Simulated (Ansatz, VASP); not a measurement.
## One calculation of CdS, two programs

POSCAR

```
CdS
1.0
    4.0396632443      0.0000000000      0.0000000000
   -2.0198316221      3.4984509923      0.0000000000
    0.0000000000      0.0000000000      6.5630301753
Cd S
2 2
Direct
    0.3333333333      0.6666666667     -0.0009236181
    0.6666666667      0.3333333333      0.4990763819
    0.3333333333      0.6666666667      0.3759236181
    0.6666666667      0.3333333333      0.8759236181
```

The input INCAR.step1:

```
  PREC = Accurate
  ENCUT = 520
  ISMEAR = 0
  SIGMA = 0.01
  LREAL = False
  LASPH = True
  NELM = 100
  NBANDS = 26
  GGA = PE
  ALGO = Normal
  EDIFF = 1E-4
  LWAVE = True
  LCHARG = False
```

INCAR.step2

```
  PREC = Accurate
  ENCUT = 520
  EDIFF = 1E-7
  ISMEAR = 0
  SIGMA = 0.01
  LREAL = False
  LASPH = True
  NELM = 100
  ALGO = Normal
  ISIF = 2
  LWAVE = False
  LCHARG = False
  METAGGA = R2SCAN
  LMIXTAU = True
  NBANDS = 26
  ISTART = 1
```

KPOINTS

```
regular mesh
0
Gamma
  12 12 4
```

Input for Ansatz:

```yaml
crystal:
  lattice:
    - [4.0396632443, 0.0, 0.0]
    - [-2.0198316221, 3.4984509923, 0.0]
    - [0.0, 0.0, 6.5630301753]
  atoms:
    - { symbol: Cd, position: [0.3333333333, 0.6666666667, -0.0009236181] }
    - { symbol: Cd, position: [0.6666666667, 0.3333333333, 0.4990763819] }
    - { symbol: S, position: [0.3333333333, 0.6666666667, 0.3759236181] }
    - { symbol: S, position: [0.6666666667, 0.3333333333, 0.8759236181] }
kpoints:
  mp_grid: { grid: [12, 12, 4] }
  band_path:
    path:
      - [0.0, 0.0, 0.0]
      - [0.5, 0.0, 0.0]
      - [0.3333333333, 0.3333333333, 0.0]
      - [0.0, 0.0, 0.5]
      - [0.5, 0.0, 0.5]
      - [0.3333333333, 0.3333333333, 0.5]
    npoints: 1
hamiltonian:
  xc: r2scan
scf:
  occupations: { method: fixed }
  n_extra_bands: 5
output:
  forces: true
  stress: true
  eigenvalues: true
```

Change from the starting cell: hydrostatic strain -3.0%.

Alike in both runs: task single point; functional r2SCAN; k mesh 12 × 12 × 4; no spin polarisation.

```csv
,VASP,Ansatz
version,VASP 6.6.1,Ansatz 0.2.0
potentials or method,"VASP PAW PBE potentials, release 64 (Cd, S)","plane waves, PAW"
plane-wave cutoff (eV),520,500
occupations,"gaussian, width 0.01 eV",fixed
valence electrons in the cell,36,52
```

Ansatz gave:

- gap on the k mesh at the Fermi level (eV): 1.85
- pressure (GPa): 6.7

Task: What did VASP give for the same quantities?

Result: gap on the k mesh at the Fermi level (eV): 1.85; pressure (GPa): 7.2.

VASP's potentials were made for PBE, not for r2SCAN. VASP's potentials hold 36 valence electrons a cell and Ansatz's 52, so a difference there can come from the potentials and not from the codes.
